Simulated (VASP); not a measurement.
The system is SnTe.

```
Te Sn
1.0
     0.00000    3.15085    3.15085
     3.15085    0.00000    3.15085
     3.15085    3.15085    0.00000
Te Sn
1 1
Direct
  0.50000 0.50000 0.50000
  0.00000 0.00000 0.00000
```

Program: VASP 6.6.1. Alike in all runs: task single point; no spin polarisation; cell as given; cutoff (eV) 520; smearing fermi-dirac 0.05 eV.

Q: Order these runs on this cell by their pressure, lowest first.
A. level PBE exchange alone; potentials or basis VASP PAW PBE potentials, release 64 (Te, Sn_d); k mesh 7 × 7 × 7
B. level RPBE; potentials or basis VASP PAW PBE potentials, release 64 (Te, Sn_d); k mesh 7 × 7 × 7
C. level LDA; potentials or basis VASP PAW LDA potentials, release 64 (Te, Sn_d); k mesh 7 × 7 × 7
D. level r2SCAN; potentials or basis VASP PAW PBE potentials, release 64 (Te, Sn_d); k mesh 4 × 4 × 4

A: C (-1.5 GPa), D (1.4 GPa), B (3.6 GPa), A (11.2 GPa).

Caveats: some runs use coarse meshes; the PAW data sets were made with another functional, which shifts forces and pressure a little (some runs).
